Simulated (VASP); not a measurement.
# BaCdBrF (P4/nmm) in VASP: single point with PBE

Aim: the single point of BaCdBrF with PBE.

Program: VASP 6.6.1. These are calculated values, not measurements. Logs are shortened: lines on timing, memory, paths and dates and some standing lists are left out, and cuts for length are marked.

### 1 The cell of the first run

The structure is tetragonal, space group P4/nmm (No. 129). The conventional cell has a = 4.628 Å, b = 4.628 Å, c = 9.845 Å, α = 90.00°, β = 90.00°, γ = 90.00°. Ba (site symmetry 4mm) has 4 F at 2.66 Å and 5 Br at 3.41 to 3.57 Å within 3.6 Å. Within 4.3 Å of Cd (site symmetry -4m2) lie 4 Cd at 3.27 Å and 4 Br at 3.53 Å and 4 Ba at 4.29 Å. Br (site symmetry 4mm) has 4 F at 3.23 Å and 5 Ba at 3.41 to 3.57 Å and 4 Cd at 3.53 Å within 4.3 Å. Within 3.5 Å of F (site symmetry -4m2) lie 4 Ba at 2.66 Å and 4 Br at 3.23 Å and 4 F at 3.27 Å.

### 2 Single point, PBE

Input file INCAR:

```
ALGO     = Normal         # electronic algorithm
EDIFF    = 1E-6           # SCF threshold, eV
ENCUT    = 700            # plane-wave cutoff, eV
GGA      = PE             # functional
GGA_COMPAT= False        
ISIF     = 2              # what is computed and relaxed
ISMEAR   = -1             # smearing method
LASPH    = True           # aspherical terms in the spheres
LCHARG   = False          # write CHGCAR
LREAL    = False          # projectors in reciprocal space
LWAVE    = False          # write WAVECAR
NBANDS   = 54             # bands
NELM     = 120            # most SCF steps
PREC     = Accurate       # precision mode
SIGMA    = 0.1            # smearing width, eV
```

Input file KPOINTS:

```
k-points
0
Gamma
  7 7 4
```

Input file POSCAR:

```
BaCdBrF
1.0
    4.6284040000      0.0000000000      0.0000000000
    0.0000000000      4.6284040000      0.0000000000
    0.0000000000      0.0000000000      9.8446560000
Ba Cd Br F
2 2 2 2
Direct
    0.2500000000      0.2500000000      0.3666806236
    0.7500000000      0.7500000000      0.6333193764
    0.2500000000      0.7500000000      0.0000000000
    0.7500000000      0.2500000000      0.0000000000
    0.2500000000      0.2500000000      0.7292129068
    0.7500000000      0.7500000000      0.2707870932
    0.2500000000      0.7500000000      0.5000000000
    0.7500000000      0.2500000000      0.5000000000
```

Potentials or basis: VASP PAW PBE potentials, release 64 (Ba_sv, Cd_sv_GW, Br, F).

Run with:

```bash
$ cat potpaw_PBE.64/Ba_sv/POTCAR potpaw_PBE.64/Cd_sv_GW/POTCAR potpaw_PBE.64/Br/POTCAR potpaw_PBE.64/F/POTCAR > POTCAR
$ mpirun -np 1 vasp_std > vasp.out
```

OUTCAR:

```text
EDIFF = 1E-6
   ENCUT = 700
   GGA = PE
   ISIF = 2
   ISMEAR = -1
   LASPH = True
   LREAL = False
   NELM = 120
   PREC = Accurate

 ion  position               nearest neighbor table
   1  0.250  0.250  0.367-   7 2.66   8 2.66   7 2.66   8 2.66   6 3.41   6 3.41   6 3.41   6 3.41
                             5 3.57   2 4.20   2 4.20   2 4.20   2 4.20
   2  0.750  0.750  0.633-   7 2.66   8 2.66   8 2.66   7 2.66   5 3.41   5 3.41   5 3.41   5 3.41
                             6 3.57   1 4.20   1 4.20   1 4.20   1 4.20
   3  0.250  0.750  0.000-
   4  0.750  0.250  0.000-
   5  0.250  0.250  0.729-   2 3.41   2 3.41   2 3.41   2 3.41   1 3.57
   6  0.750  0.750  0.271-   1 3.41   1 3.41   1 3.41   1 3.41   2 3.57
   7  0.250  0.750  0.500-   1 2.66   2 2.66   1 2.66   2 2.66
   8  0.750  0.250  0.500-   1 2.66   2 2.66   2 2.66   1 2.66

  LATTYP: Found a simple tetragonal cell.
 ALAT       =     4.6284040000
 C/A-ratio  =     2.1270087918

  Lattice vectors:

 A1 = (   4.6284040000,   0.0000000000,   0.0000000000)
 A2 = (   0.0000000000,   4.6284040000,   0.0000000000)
 A3 = (   0.0000000000,   0.0000000000,   9.8446560000)

Analysis of symmetry for initial positions (statically):
=====================================================================
 Subroutine PRICEL returns:
 Original cell was already a primitive cell.

 Routine SETGRP: Setting up the symmetry group for a
 simple tetragonal supercell.

 Subroutine GETGRP returns: Found 16 space group operations
 (whereof  4 operations were pure point group operations)
 out of a pool of 16 trial point group operations.

The static configuration has the point symmetry C_2h.
 The point group associated with its full space group is D_4h.

Analysis of symmetry for dynamics (positions and initial velocities):
=====================================================================
 Subroutine PRICEL returns:
 Original cell was already a primitive cell.

 Routine SETGRP: Setting up the symmetry group for a
 simple tetragonal supercell.

 Subroutine GETGRP returns: Found 16 space group operations
 (whereof  4 operations were pure point group operations)
 out of a pool of 16 trial point group operations.

The dynamic configuration has the point symmetry C_2h.
 The point group associated with its full space group is D_4h.

 Subroutine INISYM returns: Found 16 space group operations
 (whereof  4 operations are pure point group operations),
 and found     1 'primitive' translations

----------------------------------------------------------------------------------------

                                     Primitive cell

  volume of cell :     210.8934

  direct lattice vectors                    reciprocal lattice vectors
     4.628404000  0.000000000  0.000000000     0.216057198  0.000000000  0.000000000
     0.000000000  4.628404000  0.000000000     0.000000000  0.216057198  0.000000000
     0.000000000  0.000000000  9.844656000     0.000000000  0.000000000  0.101577953

  length of vectors
     4.628404000  4.628404000  9.844656000     0.216057198  0.216057198  0.101577953

  position of ions in fractional coordinates (direct lattice)
     0.250000000  0.250000000  0.366680624
     0.750000000  0.750000000  0.633319376
     0.250000000  0.750000000  0.000000000
     0.750000000  0.250000000  0.000000000
     0.250000000  0.250000000  0.729212907
     0.750000000  0.750000000  0.270787093
     0.250000000  0.750000000  0.500000000
     0.750000000  0.250000000  0.500000000

  ion indices of the primitive-cell ions
   primitive index   ion index
                 1           1
                 2           2
                 3           3
                 4           4
                 5           5
                 6           6
                 7           7
                 8           8

----------------------------------------------------------------------------------------

 KPOINTS: k-points

Automatic generation of k-mesh.
 Grid dimensions read from file:
 generate k-points for:    7    7    4

 Generating k-lattice:

  Cartesian coordinates                     Fractional coordinates (reciprocal lattice)
     0.030865314  0.000000000  0.000000000     0.142857143  0.000000000  0.000000000
     0.000000000  0.030865314  0.000000000     0.000000000  0.142857143  0.000000000
     0.000000000  0.000000000  0.025394488     0.000000000  0.000000000  0.250000000

  Length of vectors
     0.030865314  0.030865314  0.025394488

  Shift w.r.t. Gamma in fractional coordinates (k-lattice)
     0.000000000  0.000000000  0.000000000

 Subroutine IBZKPT returns following result:
 ===========================================

 Found     30 irreducible k-points:

 Following reciprocal coordinates:
            Coordinates               Weight
  0.000000  0.000000  0.000000      1.000000
  0.142857  0.000000  0.000000      4.000000
  0.285714  0.000000  0.000000      4.000000
  0.428571  0.000000  0.000000      4.000000
  0.142857  0.142857  0.000000      4.000000
  0.285714  0.142857  0.000000      8.000000
[... 16 lines left out ...]
  0.285714  0.000000  0.500000      4.000000
  0.428571  0.000000  0.500000      4.000000
 [... further k-points ...]
   k-points           NKPTS =     30   k-points in BZ     NKDIM =     30   number of bands    NBANDS=     54
   number of dos      NEDOS =    301   number of ions     NIONS =      8
   total plane-waves  NPLWV = 144000
   dimension x,y,z NGX =    40 NGY =   40 NGZ =   90
   dimension x,y,z NGXF=    80 NGYF=   80 NGZF=  180
   ions per type =               2   2   2   2
   NGX,Y,Z   is equivalent  to a cutoff of  14.37, 14.37, 15.20 a.u.
   NGXF,Y,Z  is equivalent  to a cutoff of  28.73, 28.73, 30.40 a.u.
 SYSTEM =  unknown system
   PREC   = accura    normal or accurate (medium, high low for compatibility)
   ISTART =      0    job   : 0-new  1-cont  2-samecut
   ICHARG =      2    charge: 1-file 2-atom 10-const
   ISPIN  =      1    spin polarized calculation?
   LNONCOLLINEAR =      F non collinear calculations
   LSORBIT =      F    spin-orbit coupling
   LASPH  =      T    aspherical Exc in radial PAW
   ENCUT  =  700.0 eV  51.45 Ry    7.17 a.u.   9.98  9.98 21.24*2*pi/ulx,y,z
   NELM   =    120;   NELMIN=  2; NELMDL= -5     # of ELM steps
   EDIFF  = 0.1E-05   stopping-criterion for ELM
   LREAL  =      F    real-space projection
   EDIFFG = 0.1E-04   stopping-criterion for IOM
   NSW    =      0    number of steps for IOM
   IBRION =     -1    ionic relax: 0-MD 1-quasi-New 2-CG
   NFREE  =      0    steps in history (QN), initial steepest desc. (CG)
   ISIF   =      2    stress and relaxation
   ISYM   =      2    0-nonsym 1-usesym 2-fastsym
   POTIM  = 0.5000    time-step for ionic-motion
   TEBEG  =    0.0;   TEEND  =   0.0 temperature during run
   PSTRESS=    0.0 pullay stress
   NELECT =      88.0000    total number of electrons
   NUPDOWN=      -1.0000    fix difference up-down
   EMIN   =  10.00;   EMAX   =-10.00  energy-range for DOS
   EFERMI =   0.00;   METHOD = LEGACY
   ISMEAR =    -1;   SIGMA  =   0.10  broadening in eV -4-tet -1-fermi 0-gaus
   EFERMI_NEDOS =   21; number of points for ismear=-14 and -15
   IALGO  =     38    algorithm
   IMIX   =      4    mixing-type and parameters
     AMIX     =   0.40;   BMIX     =  1.00
     AMIX_MAG =   1.60;   BMIX_MAG =  1.00
  volume/ion in A,a.u.               =      26.36       177.90
  Fermi-wavevector in a.u.,A,eV,Ry     =   1.223342  2.311782 20.362026  1.496567
  Thomas-Fermi vector in A             =   2.358457
   LORBIT       =      0    0 simple, 1 ext, 2 COOP (PROOUT), +10 PAW based schemes
   GGA     = PE    functional components
   LHFCALC =     F    Hartree Fock is set to
   AEXX    =    0.0000 exact exchange contribution
   IVDW    =     0    specifies the selected vdW correction
   LEPSILON=     F    determine dielectric tensor
   LRPA    =     F    only Hartree local field effects (RPA)
 non-spin polarized calculation
  energy-cutoff  :      700.00
  volume of cell :      210.89
 maximum number of plane-waves:      8892
 NGX is ok and might be reduce to    40
   NGX = 19   NGY = 19   NGZ = 43

 number of electron      88.0000033 magnetization

 Free energy of the ion-electron system (eV)
  ---------------------------------------------------
  ext. energy  EPLUGINS =         0.00000000
  ---------------------------------------------------
  free energy    TOTEN  =       -29.13232202 eV

  energy without entropy =      -29.09283220  energy(sigma->0) =      -29.11257711

 E-fermi :   3.6905     XC(G=0):  -9.1156

 val. band max:        3.5967925188   @ k =   0.1429   0.1429   0.0000
 cond. band min:       3.7439907448   @ k =   0.1429   0.0000   0.0000
 fundamental gap:      0.1471982260
 Fermi energy:         3.6904705248

 k-point     1 :       0.0000    0.0000    0.0000
  band No.  band energies     occupation
      1     -99.0058      2.00000
      2     -99.0050      2.00000
      3     -60.0800      2.00000
      4     -60.0787      2.00000
      5     -60.0389      2.00000
      6     -60.0389      2.00000
[... 46 lines left out ...]
     53       7.3842      0.00000
     54       7.4284      0.00000

 k-point     2 :       0.1429    0.0000    0.0000
  band No.  band energies     occupation
      1     -99.0057      2.00000
      2     -99.0050      2.00000
      3     -60.0800      2.00000
      4     -60.0787      2.00000
      5     -60.0385      2.00000
      6     -60.0385      2.00000
[... 46 lines left out ...]
     53       7.5590      0.00000
     54       7.9327      0.00000

 k-point     3 :       0.2857    0.0000    0.0000
  band No.  band energies     occupation
      1     -99.0056      2.00000
      2     -99.0051      2.00000
      3     -60.0798      2.00000
      4     -60.0789      2.00000
      5     -60.0372      2.00000
      6     -60.0372      2.00000
[... 46 lines left out ...]
     53       7.6770      0.00000
     54       7.9065      0.00000
[... 1084 lines left out ...]
 k-point    23 :       0.2857    0.0000    0.5000
  band No.  band energies     occupation
      1     -99.0056      2.00000
      2     -99.0051      2.00000
      3     -60.0798      2.00000
      4     -60.0789      2.00000
      5     -60.0372      2.00000
      6     -60.0372      2.00000
[... 46 lines left out ...]
     53       7.5511      0.00000
     54       8.5741      0.00000

 k-point    24 :       0.4286    0.0000    0.5000
  band No.  band energies     occupation
      1     -99.0055      2.00000
      2     -99.0053      2.00000
      3     -60.0795      2.00000
      4     -60.0792      2.00000
      5     -60.0354      2.00000
      6     -60.0354      2.00000
[... 46 lines left out ...]
     53       7.9611      0.00000
     54       8.1011      0.00000

 [... further k-points ...]
[... 5 lines left out ...]
  --------------------------------------------------------------------------------------
  -------------------------------------------------------------------------------------
  Total        1.1419189      1.1419189      5.9051522      0.0000000      0.0000000      0.0000000
  in kB        8.6752653      8.6752653     44.8619979      0.0000000      0.0000000      0.0000000
  external PRESSURE =      20.7375095 kB  Pullay stress =       0.0000000 kB

 VOLUME and BASIS-vectors are now :
 -----------------------------------------------------------------------------
  energy-cutoff  :      700.00
  volume of cell :      210.89
      direct lattice vectors                 reciprocal lattice vectors
     4.628404000  0.000000000  0.000000000     0.216057198  0.000000000  0.000000000
     0.000000000  4.628404000  0.000000000     0.000000000  0.216057198  0.000000000
     0.000000000  0.000000000  9.844656000     0.000000000  0.000000000  0.101577953

 POSITION                                       TOTAL-FORCE (eV/Angst)
 -----------------------------------------------------------------------------------
      1.15710      1.15710      3.60984         0.000000     -0.000000     -0.128715
      3.47130      3.47130      6.23481         0.000000     -0.000000      0.128715
      1.15710      3.47130      0.00000        -0.000000      0.000000      0.000000
      3.47130      1.15710      0.00000        -0.000000     -0.000000      0.000000
      1.15710      1.15710      7.17885        -0.000000     -0.000000      0.033096
      3.47130      3.47130      2.66581         0.000000     -0.000000     -0.033096
      1.15710      3.47130      4.92233        -0.000000     -0.000000      0.000000
      3.47130      1.15710      4.92233         0.000000      0.000000      0.000000
 -----------------------------------------------------------------------------------
    total drift:                                0.000000      0.000000      0.000000

  FREE ENERGIE OF THE ION-ELECTRON SYSTEM (eV)
  ---------------------------------------------------
  free  energy   TOTEN  =       -29.1323220200 eV

  energy  without entropy=      -29.0928322002  energy(sigma->0) =      -29.11257711
```

Wall time 11 min (1 thread of Intel Xeon Platinum 8259CL at 2.50GHz (Skylake/Cascade Lake), shared host); peak memory 0.75 GiB.

What came out:

- Free energy: -29.1323 eV
- Pressure: 2.1 GPa
- Largest force: 0.129 eV/Å
- Band gap on the k mesh: zero (bands 44 and 45 overlap by 1.09 eV)

Forces in eV/Å, atoms in the order of the input:
```
Ba   0.000  0.000 -0.129
Ba   0.000  0.000  0.129
Cd   0.000  0.000  0.000
Cd   0.000  0.000  0.000
Br   0.000  0.000  0.033
Br   0.000  0.000 -0.033
F    0.000  0.000  0.000
F    0.000  0.000  0.000
```

Stress tensor (GPa, compression positive):
```
0.87 0.00 0.00
0.00 0.87 0.00
0.00 0.00 4.49
```

Caveat: spin-orbit coupling is left out, which moves the levels of the heavy elements.

The gap in the log of VASP goes by the Fermi energy; the results here count the filled bands.